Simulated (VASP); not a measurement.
Wanted: the native input for a VASP 6.6.1 run.

```
Task                   : single point
Functional             : PBE
Potentials or basis    : VASP PAW PBE potentials, release 64 (B, As)
Cutoff                 : 520 eV
k mesh                 : 6 × 6 × 6
Occupations            : gaussian, width 0.1 eV
Spin                   : no spin polarisation
Dipole correction      : no
Further INCAR settings : ALGO = Normal; EDIFF = 1e-06; NBANDS = 12
```

The structure of B2As lies in POSCAR:

```
B2As
1.0
    2.6159744300     -1.4740219300      0.0000000000
    2.6159744300      1.4740219300      0.0000000000
   -0.1084369300      0.0000000000      3.6473196700
B As
2 1
Direct
    0.3176870000      0.3176870000      0.6840320200
    0.6823130000      0.6823130000      0.3159679800
    0.0000000000      0.0000000000      0.0000000000
```

The cell was built from a structure type or drawn by symmetry, and may not be a known phase.

These files were run (other wordings do the same):

INCAR

```
  PREC = Accurate
  ENCUT = 520
  EDIFF = 1E-6
  ISMEAR = 0
  SIGMA = 0.1
  LREAL = False
  LASPH = True
  NELM = 60
  ALGO = Normal
  ISIF = 2
  LWAVE = False
  LCHARG = False
  GGA = PE
  NBANDS = 12
```

KPOINTS

```
Automatic mesh
0
Gamma
  6 6 6
```

Potentials or basis: VASP PAW PBE potentials, release 64 (B, As).

Launch:

```bash
$ cat potpaw_PBE.64/B/POTCAR potpaw_PBE.64/As/POTCAR > POTCAR
$ mpirun -np 1 vasp_std > vasp.out
```

Results of the run:

```
Pressure               : 27.5 GPa
Largest force          : 3.503 eV/Å
Band gap on the k mesh : zero (an odd number of electrons rules out a gap without spin polarisation)
```

Caveat: the k points lie up to 0.41 Å⁻¹ apart, too coarse for converged energies and pressures of a metal; forces of over 1 eV/Å act on the atoms, so gaps and moduli don't describe the material at rest.

Run time: 32 s on 1 thread of Intel Xeon 8259CL, with other jobs on the host, peak memory 0.15 GiB.
